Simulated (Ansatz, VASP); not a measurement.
Sn3As: VASP beside Ansatz

```xyz
8
Lattice="6.5890 0.0000 0.0000 -3.2945 5.7063 0.0000 0.0000 0.0000 5.3781" Properties=species:S:1:pos:R:3 pbc="T T T"
Sn    1.6301    0.9412    4.0336
Sn    4.9589    0.9412    4.0336
Sn    3.2945    3.8239    4.0336
Sn    1.6644    4.7651    1.3445
Sn   -1.6644    4.7651    1.3445
Sn    0.0000    1.8823    1.3445
As    3.2945    1.9021    1.3445
As    0.0000    3.8042    4.0336
```

Change from the starting cell: species swapped into the CdPd3 type (P6_3/mmc, No. 194).

Alike in both runs: task single point; functional PBE; k mesh 3 × 3 × 4; occupations gaussian, width 0.1 eV; no spin polarisation.

|  | VASP | Ansatz |
| --- | --- | --- |
| version | VASP 6.6.1 | Ansatz 0.2.0 |
| potentials or method | VASP PAW PBE potentials, release 64 (Sn_d, As), cutoff 520 eV | scalar-relativistic, plane waves, PAW |
| valence electrons in the cell | 94 | 114 |

Ansatz gave:

| Item | Value |
| --- | --- |
| gap on the k mesh at the Fermi level (eV) | none |
| pressure (GPa) | 1.3 |
| traceless stress, the component that is largest in VASP (GPa) | -1.42 |
| rms of the force components (eV/Å) | 0.192 |

Problem. Which values does VASP return?

Solution. gap on the k mesh at the Fermi level (eV): none; pressure (GPa): 1.2; traceless stress, the component that is largest in VASP (GPa): -1.42; rms of the force components (eV/Å): 0.192.

Atom by atom the forces differ by 0.000 eV/Å (rms over components). A gap of «none» marks a metal or a gap that the smearing closes. VASP's potentials hold 94 valence electrons a cell and Ansatz's 114, so a difference there can come from the potentials and not from the codes.

The k mesh is coarse, so the values compare programs but aren't converged.
